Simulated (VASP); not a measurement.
# Te2Mo (P-6m2) in VASP: notebook

The runs below take Te2Mo through single point, relaxation of cell and atoms, with LDA.

All numbers are computed with VASP 6.6.1; they aren't measurements. Logs are shortened: lines on timing, memory, paths and dates and some standing lists are left out, and cuts for length are marked.

### Step 1. The cell of the first run

Symmetry: P-6m2, No. 187, hexagonal system. Conventional cell: a = 3.001 Å, b = 3.001 Å, c = 6.788 Å, α = 90.00°, β = 90.00°, γ = 120.00°. Te (site symmetry 3m) has 3 Mo at 2.58 Å and 7 Te at 2.96 to 3.00 Å within 3.4 Å. Within 3.4 Å of Mo (site symmetry -6m2) lie 6 Te at 2.58 Å and 6 Mo at 3.00 Å.

### Step 2. Single point, LDA

File INCAR:

```
SYSTEM = Te2Mo
PREC = Accurate
ENCUT = 520
EDIFF = 1E-7
ISMEAR = 0
SIGMA = 0.1
LREAL = .False.
LASPH = .True.
NELM = 100
ALGO = Normal
ISIF = 2
LWAVE = .False.
LCHARG = .True.
LELF = .True.
LVHAR = .True.
NBANDS = 20
```

File KPOINTS:

```
Automatic mesh
0
Gamma
  18 18 6
  0 0 0
```

File POSCAR:

```
Te2Mo
1.0
    3.0009393580      0.0000000000      0.0000000000
   -1.5004696790      2.5988897192      0.0000000000
    0.0000000000      0.0000000000      6.7880121941
Te Mo
2 1
Direct
    0.3333333333      0.6666666667      0.7183705909
    0.3333333333      0.6666666667      0.2816294091
    0.0000000000      0.0000000000      0.0000000000
```

Potentials or basis: VASP PAW LDA potentials, release 64 (Te, Mo_sv).

Command:

```bash
cat potpaw_LDA.64/Te/POTCAR potpaw_LDA.64/Mo_sv/POTCAR > POTCAR
mpirun -np 1 vasp_std > vasp.out
```

OUTCAR:

```text
SYSTEM = Te2Mo
   PREC = Accurate
   ENCUT = 520
   EDIFF = 1E-7
   ISMEAR = 0
   LREAL = .False.
   LASPH = .True.
   NELM = 100
   ISIF = 2

 ion  position               nearest neighbor table
   1  0.333  0.667  0.718-   3 2.58   3 2.58   3 2.58   2 2.96
   2  0.333  0.667  0.282-   3 2.58   3 2.58   3 2.58   1 2.96
   3  0.000  0.000  0.000-   1 2.58   2 2.58   1 2.58   2 2.58   1 2.58   2 2.58

  LATTYP: Found a hexagonal cell.
 ALAT       =     3.0009393580
 C/A-ratio  =     2.2619624672

  Lattice vectors:

 A1 = (   3.0009393580,   0.0000000000,   0.0000000000)
 A2 = (  -1.5004696790,   2.5988897192,   0.0000000000)
 A3 = (   0.0000000000,   0.0000000000,   6.7880121941)

Analysis of symmetry for initial positions (statically):
=====================================================================
 Subroutine PRICEL returns:
 Original cell was already a primitive cell.

 Routine SETGRP: Setting up the symmetry group for a
 hexagonal supercell.

 Subroutine GETGRP returns: Found 12 space group operations
 (whereof 12 operations were pure point group operations)
 out of a pool of 24 trial point group operations.

The static configuration has the point symmetry D_3h.

Analysis of symmetry for dynamics (positions and initial velocities):
=====================================================================
 Subroutine PRICEL returns:
 Original cell was already a primitive cell.

 Routine SETGRP: Setting up the symmetry group for a
 hexagonal supercell.

 Subroutine GETGRP returns: Found 12 space group operations
 (whereof 12 operations were pure point group operations)
 out of a pool of 24 trial point group operations.

The dynamic configuration has the point symmetry D_3h.

 Subroutine INISYM returns: Found 12 space group operations
 (whereof 12 operations are pure point group operations),
 and found     1 'primitive' translations

----------------------------------------------------------------------------------------

                                     Primitive cell

  volume of cell :      52.9405

  direct lattice vectors                    reciprocal lattice vectors
     3.000939358  0.000000000  0.000000000     0.333228993  0.192389849  0.000000000
    -1.500469679  2.598889719  0.000000000     0.000000000  0.384779698  0.000000000
     0.000000000  0.000000000  6.788012194     0.000000000  0.000000000  0.147318533

  length of vectors
     3.000939358  3.000939358  6.788012194     0.384779697  0.384779698  0.147318533

  position of ions in fractional coordinates (direct lattice)
     0.333333333  0.666666667  0.718370591
     0.333333333  0.666666667  0.281629409
     0.000000000  0.000000000  0.000000000

  ion indices of the primitive-cell ions
   primitive index   ion index
                 1           1
                 2           2
                 3           3

----------------------------------------------------------------------------------------

 KPOINTS: Automatic mesh

Automatic generation of k-mesh.
 Grid dimensions read from file:
 generate k-points for:   18   18    6

 Generating k-lattice:

  Cartesian coordinates                     Fractional coordinates (reciprocal lattice)
     0.018512722  0.010688325  0.000000000     0.055555556 -0.000000000  0.000000000
     0.000000000  0.021376650  0.000000000     0.000000000  0.055555556  0.000000000
     0.000000000  0.000000000  0.024553089     0.000000000  0.000000000  0.166666667

  Length of vectors
     0.021376650  0.021376650  0.024553089

  Shift w.r.t. Gamma in fractional coordinates (k-lattice)
     0.000000000  0.000000000  0.000000000

 Subroutine IBZKPT returns following result:
 ===========================================

 Found    148 irreducible k-points:

 Following reciprocal coordinates:
            Coordinates               Weight
  0.000000  0.000000  0.000000      1.000000
  0.055556 -0.000000  0.000000      6.000000
  0.111111 -0.000000  0.000000      6.000000
  0.166667  0.000000  0.000000      6.000000
  0.222222  0.000000  0.000000      6.000000
  0.277778  0.000000  0.000000      6.000000
[... 16 lines left out ...]
  0.333333  0.111111  0.000000     12.000000
  0.388889  0.111111  0.000000     12.000000
 [... further k-points ...]
   k-points           NKPTS =    148   k-points in BZ     NKDIM =    148   number of bands    NBANDS=     20
   number of dos      NEDOS =    301   number of ions     NIONS =      3
   total plane-waves  NPLWV =  28800
   dimension x,y,z NGX =    24 NGY =   24 NGZ =   50
   dimension x,y,z NGXF=    48 NGYF=   48 NGZF=  100
   ions per type =               2   1
   NGX,Y,Z   is equivalent  to a cutoff of  13.30, 13.30, 12.25 a.u.
   NGXF,Y,Z  is equivalent  to a cutoff of  26.59, 26.59, 24.49 a.u.
 SYSTEM =  Te2Mo
   PREC   = accura    normal or accurate (medium, high low for compatibility)
   ISTART =      0    job   : 0-new  1-cont  2-samecut
   ICHARG =      2    charge: 1-file 2-atom 10-const
   ISPIN  =      1    spin polarized calculation?
   LNONCOLLINEAR =      F non collinear calculations
   LSORBIT =      F    spin-orbit coupling
   LASPH  =      T    aspherical Exc in radial PAW
   ENCUT  =  520.0 eV  38.22 Ry    6.18 a.u.   5.58  5.58 12.62*2*pi/ulx,y,z
   NELM   =    100;   NELMIN=  2; NELMDL= -5     # of ELM steps
   EDIFF  = 0.1E-06   stopping-criterion for ELM
   LREAL  =      F    real-space projection
   EDIFFG = 0.1E-05   stopping-criterion for IOM
   NSW    =      0    number of steps for IOM
   IBRION =     -1    ionic relax: 0-MD 1-quasi-New 2-CG
   NFREE  =      0    steps in history (QN), initial steepest desc. (CG)
   ISIF   =      2    stress and relaxation
   ISYM   =      2    0-nonsym 1-usesym 2-fastsym
   POTIM  = 0.5000    time-step for ionic-motion
   TEBEG  =    0.0;   TEEND  =   0.0 temperature during run
   PSTRESS=    0.0 pullay stress
   NELECT =      26.0000    total number of electrons
   NUPDOWN=      -1.0000    fix difference up-down
   EMIN   =  10.00;   EMAX   =-10.00  energy-range for DOS
   EFERMI =   0.00;   METHOD = LEGACY
   ISMEAR =     0;   SIGMA  =   0.10  broadening in eV -4-tet -1-fermi 0-gaus
   EFERMI_NEDOS =   21; number of points for ismear=-14 and -15
   IALGO  =     38    algorithm
   IMIX   =      4    mixing-type and parameters
     AMIX     =   0.40;   BMIX     =  1.00
     AMIX_MAG =   1.60;   BMIX_MAG =  1.00
  volume/ion in A,a.u.               =      17.65       119.09
  Fermi-wavevector in a.u.,A,eV,Ry     =   1.291626  2.440819 22.698562  1.668297
  Thomas-Fermi vector in A             =   2.423384
   LORBIT       =      0    0 simple, 1 ext, 2 COOP (PROOUT), +10 PAW based schemes
   GGA     = CA    functional components
   LHFCALC =     F    Hartree Fock is set to
   AEXX    =    0.0000 exact exchange contribution
   IVDW    =     0    specifies the selected vdW correction
   LEPSILON=     F    determine dielectric tensor
   LRPA    =     F    only Hartree local field effects (RPA)
 non-spin polarized calculation
 Gauss-broadening in eV      SIGMA  =   0.10
  energy-cutoff  :      520.00
  volume of cell :       52.94
 maximum number of plane-waves:      1453
 NGX is ok and might be reduce to    24
   NGX = 11   NGY = 11   NGZ = 25

 number of electron      25.9999999 magnetization

 Free energy of the ion-electron system (eV)
  ---------------------------------------------------
  ext. energy  EPLUGINS =         0.00000000
  ---------------------------------------------------
  free energy    TOTEN  =       -17.63859170 eV

  energy without entropy =      -17.63019898  energy(sigma->0) =      -17.63439534

 E-fermi :  13.9579     XC(G=0): -12.4177

 val. band max:       13.9575026499   @ k =   0.4444   0.0000   0.0000
 cond. band min:      13.9597698079   @ k =   0.3333   0.1111   0.0000
 fundamental gap:      0.0022671580
 Fermi energy:        13.9579299844

 k-point     1 :       0.0000    0.0000    0.0000
  band No.  band energies     occupation
      1     -46.3556      2.00000
      2     -21.1258      2.00000
      3     -20.3380      2.00000
      4     -20.3380      2.00000
      5      -2.5503      2.00000
      6      -0.6644      2.00000
[... 12 lines left out ...]
     19      22.4831      0.00000
     20      23.8475      0.00000

 k-point     2 :       0.0556   -0.0000    0.0000
  band No.  band energies     occupation
      1     -46.3531      2.00000
      2     -21.1211      2.00000
      3     -20.3593      2.00000
      4     -20.3428      2.00000
      5      -2.4781      2.00000
      6      -0.6094      2.00000
[... 12 lines left out ...]
     19      22.6188      0.00000
     20      23.5624      0.00000

 k-point     3 :       0.1111   -0.0000    0.0000
  band No.  band energies     occupation
      1     -46.3458      2.00000
      2     -21.1073      2.00000
      3     -20.4202      2.00000
      4     -20.3563      2.00000
      5      -2.2624      2.00000
      6      -0.4449      2.00000
[... 12 lines left out ...]
     19      22.4316      0.00000
     20      23.0491      0.00000

 k-point     4 :       0.1667    0.0000    0.0000
  band No.  band energies     occupation
      1     -46.3346      2.00000
      2     -21.0863      2.00000
      3     -20.5124      2.00000
      4     -20.3771      2.00000
      5      -1.9065      2.00000
      6      -0.1725      2.00000
[... 12 lines left out ...]
     19      22.0187      0.00000
     20      22.2581      0.00000

 k-point     5 :       0.2222    0.0000    0.0000
  band No.  band energies     occupation
      1     -46.3209      2.00000
      2     -21.0604      2.00000
      3     -20.6239      2.00000
      4     -20.4024      2.00000
      5      -1.4160      2.00000
      6       0.2037      2.00000
[... 12 lines left out ...]
     19      21.5367      0.00000
     20      21.6268      0.00000

 k-point     6 :       0.2778    0.0000    0.0000
  band No.  band energies     occupation
      1     -46.3062      2.00000
      2     -21.0328      2.00000
      3     -20.7407      2.00000
      4     -20.4292      2.00000
      5      -0.8000      2.00000
      6       0.6750      2.00000
[... 12 lines left out ...]
     19      20.9484      0.00000
     20      21.0338      0.00000

 k-point     7 :       0.3333    0.0000    0.0000
  band No.  band energies     occupation
      1     -46.2924      2.00000
      2     -21.0067      2.00000
      3     -20.8488      2.00000
      4     -20.4542      2.00000
      5      -0.0756      2.00000
      6       1.2213      2.00000
[... 12 lines left out ...]
     19      20.2823      0.00000
     20      20.5757      0.00000
[... 277 lines left out ...]
 k-point    20 :       0.1667    0.1111    0.0000
  band No.  band energies     occupation
      1     -46.3155      2.00000
      2     -21.0503      2.00000
      3     -20.6519      2.00000
      4     -20.4279      2.00000
      5      -1.2080      2.00000
      6       0.3637      2.00000
[... 12 lines left out ...]
     19      22.2416      0.00000
     20      22.8621      0.00000

 k-point    21 :       0.2222    0.1111    0.0000
  band No.  band energies     occupation
      1     -46.3017      2.00000
      2     -21.0243      2.00000
      3     -20.7526      2.00000
      4     -20.4621      2.00000
      5      -0.5969      2.00000
      6       0.8314      2.00000
[... 12 lines left out ...]
     19      21.4580      0.00000
     20      22.2822      0.00000

 k-point    22 :       0.2778    0.1111    0.0000
  band No.  band energies     occupation
      1     -46.2887      2.00000
      2     -20.9998      2.00000
      3     -20.8457      2.00000
      4     -20.4944      2.00000
      5       0.1204      2.00000
      6       1.3725      2.00000
[... 12 lines left out ...]
     19      20.9660      0.00000
     20      21.8049      0.00000

 k-point    23 :       0.3333    0.1111    0.0000
  band No.  band energies     occupation
      1     -46.2781      2.00000
      2     -20.9798      2.00000
      3     -20.9207      2.00000
      4     -20.5206      2.00000
      5       0.9033      2.00000
      6       1.9411      2.00000
[... 12 lines left out ...]
     19      20.7019      0.00000
     20      21.5353      0.00000

 k-point    24 :       0.3889    0.1111    0.0000
  band No.  band energies     occupation
      1     -46.2711      2.00000
      2     -20.9693      2.00000
      3     -20.9668      2.00000
      4     -20.5377      2.00000
      5       1.6366      2.00000
      6       2.4309      2.00000
[... 12 lines left out ...]
     19      20.5403      0.00000
     20      21.5228      0.00000

 [... further k-points ...]
[... 5 lines left out ...]
  --------------------------------------------------------------------------------------
  -------------------------------------------------------------------------------------
  Total       16.7380154     16.7380154     16.8393694      0.0000000      0.0000000      0.0000000
  in kB      506.5552969    506.5552968    509.6226503      0.0000000      0.0000000      0.0000000
  external PRESSURE =     507.5777480 kB  Pullay stress =       0.0000000 kB

 VOLUME and BASIS-vectors are now :
 -----------------------------------------------------------------------------
  energy-cutoff  :      520.00
  volume of cell :       52.94
      direct lattice vectors                 reciprocal lattice vectors
     3.000939358  0.000000000  0.000000000     0.333228993  0.192389849  0.000000000
    -1.500469679  2.598889719  0.000000000     0.000000000  0.384779698  0.000000000
     0.000000000  0.000000000  6.788012194     0.000000000  0.000000000  0.147318533

 POSITION                                       TOTAL-FORCE (eV/Angst)
 -----------------------------------------------------------------------------------
     -0.00000      1.73259      4.87631         0.000000     -0.000000     -0.058421
     -0.00000      1.73259      1.91170        -0.000000      0.000000      0.058421
      0.00000      0.00000      0.00000        -0.000000      0.000000      0.000000
 -----------------------------------------------------------------------------------
    total drift:                                0.000000     -0.000000      0.000000

  FREE ENERGIE OF THE ION-ELECTRON SYSTEM (eV)
  ---------------------------------------------------
  free  energy   TOTEN  =       -17.6385917033 eV

  energy  without entropy=      -17.6301989775  energy(sigma->0) =      -17.63439534
```

Wall time 1.8 min (1 thread of Intel Xeon 6975P-C, shared host); peak memory 0.27 GiB.

Results:

```yaml
Free_energy: -17.6386 eV
Pressure: 50.8 GPa
Largest_force: 0.058 eV/Å
Band_gap_on_the_k_mesh: zero (band 13 reaches 14.69 eV, above the bottom of band 14 at 13.31 eV)
```

Forces in eV/Å, atoms in the order of the input:
```
Te   0.000  0.000 -0.058
Te   0.000  0.000  0.058
Mo   0.000  0.000  0.000
```

Stress tensor (GPa, compression positive):
```
50.66  0.00  0.00
 0.00 50.66  0.00
 0.00  0.00 50.96
```

Levels at points of the mesh, in eV from the Fermi level:
```
           k point  band 11  band 12  band 13  band 14  band 15  band 16
(0.00, 0.00, 0.00)    -1.67    -0.37    -0.37     4.79     4.79     5.43
(0.50, 0.00, 0.00)    -2.49    -2.08    -0.06    -0.05     2.77     4.33
(0.00, 0.00, 0.50)    -1.64    -0.42    -0.42     4.55     4.55     5.80
(0.50, 0.00, 0.50)    -2.68    -0.37     0.73     1.40     1.90     2.79
```

Caveat: spin-orbit coupling is left out, which moves the levels of the heavy elements.

### Step 3. Relaxation of cell and atoms, LDA, target pressure 12 GPa, at which the enthalpy is minimised

This run uses another cell than the first one, of 22.64 Å³/atom, 1.283 times its volume.

File INCAR:

```
SYSTEM = Te2Mo
PREC     = Accurate       ! precision mode
ENCUT    = 600            ! plane-wave cutoff, eV
EDIFF    = 1E-6           ! SCF threshold, eV
ISMEAR   = 0              ! smearing method
SIGMA    = 0.02           ! smearing width, eV
LREAL    = .FALSE.        ! projectors in reciprocal space
LASPH    = .TRUE.         ! aspherical terms in the spheres
NELM     = 100            ! most SCF steps
ALGO     = Normal         ! electronic algorithm
ISIF     = 3              ! what is computed and relaxed
LWAVE    = .FALSE.        ! write WAVECAR
LCHARG   = .FALSE.        ! write CHGCAR
GGA      = CA             ! functional
IBRION   = 2              ! ionic algorithm
NSW      = 70             ! ionic steps
EDIFFG   = -0.008         ! ionic threshold
PSTRESS  = 120.0
```

File KPOINTS:

```
regular mesh
0
G
  12 12 4
  0 0 0
```

File POSCAR:

```
Te2Mo
1.0
    3.3136274056      0.0000000000      0.0000000000
   -1.6568137028      2.8696855120      0.0000000000
    0.0000000000      0.0000000000      7.1440921626
Te Mo
2 1
Direct
    0.3333333333      0.6666666667      0.7534448787
    0.3333333333      0.6666666667      0.2465551213
    0.0000000000      0.0000000000      0.0000000000
```

Potentials or basis: VASP PAW LDA potentials, release 64 (Te, Mo_sv).

Command:

```bash
cat potpaw_LDA.64/Te/POTCAR potpaw_LDA.64/Mo_sv/POTCAR > POTCAR
mpirun -np 1 vasp_std > vasp.out
```

Wall time 7.5 min (1 thread of Intel Xeon 6975P-C, shared host); peak memory 0.24 GiB.

Results (log left out):

```yaml
Free_energy: -20.1310 eV
Relaxed_volume: 22.36 Å³/atom
Relaxed_cell: a = 3.305 Å, b = 3.305 Å, c = 7.090 Å, α = 90.00°, β = 90.00°, γ = 120.00°
Space_group_after_relaxing_to_0.05_Å: P-6m2 (No. 187)
Energy_change_on_relaxing_the_enthalpy_is_what_falls: -11.8 meV/atom
Ionic_steps: 13
Pressure_after_relaxing: 12.0 GPa
Largest_force_after_relaxing: 0.008 eV/Å
Band_gap_on_the_k_mesh: 0.30 eV, indirect (least direct gap 0.73 eV)
```

Forces on the atoms (eV/Å):
```
Te   0.000  0.000  0.008
Te   0.000  0.000 -0.008
Mo   0.000  0.000  0.000
```

Step by step:
```
step  energy change (eV)  largest force (eV/Å)  pressure (GPa)  volume (Å³)
   1              0.0000                1.3865           16.18        67.93
   2             -0.2463                1.1902           -0.61        73.89
   3             -0.1885                0.4324           10.00        69.72
   4             -0.1823                0.4722           10.26        69.63
   5             -0.1044                0.2751           11.49        68.18
   6             -0.0340                0.1257           12.44        67.14
   7             -0.0524                0.0685           11.43        67.31
   8             -0.0523                0.0675           11.42        67.31
   9              0.0037                0.1169           13.33        66.59
  10             -0.0362                0.0100           12.01        67.08
  11             -0.0359                0.0090           12.01        67.08
  12             -0.0169                0.0538           12.67        66.83
  13             -0.0355                0.0076           12.04        67.07
```

Final structure:
```
Te Mo
1.0
     3.30520    0.00000    0.00000
    -1.65260    2.86239    0.00000
     0.00000    0.00000    7.08964
Te Mo
2 1
Cartesian
  0.0000 1.9083 5.2590
  0.0000 1.9083 1.8307
  0.0000 0.0000 0.0000
```

Levels at points of the mesh, in eV from the valence-band top:
| k point | band 10 | band 11 | band 12 | band 13 | band 14 | band 15 | band 16 | band 17 |
| --- | --- | --- | --- | --- | --- | --- | --- | --- |
| (0.00, 0.00, 0.00) | -1.85 | -1.18 | -0.94 | -0.94 | 3.70 | 3.70 | 3.77 | 3.77 |
| (0.50, 0.00, 0.00) | -2.61 | -1.77 | -1.57 | -0.30 | 1.04 | 1.65 | 3.56 | 4.09 |
| (0.00, 0.00, 0.50) | -1.83 | -0.97 | -0.97 | -0.65 | 3.41 | 3.41 | 4.12 | 4.12 |
| (0.50, 0.00, 0.50) | -3.45 | -2.70 | -0.69 | 0.00 | 1.68 | 1.97 | 2.30 | 3.46 |

Caveat: the cell is relaxed towards a set pressure, so the enthalpy falls and the energy may rise; spin-orbit coupling is left out, which moves the levels of the heavy elements.

(Continued in part 2 of 3.)
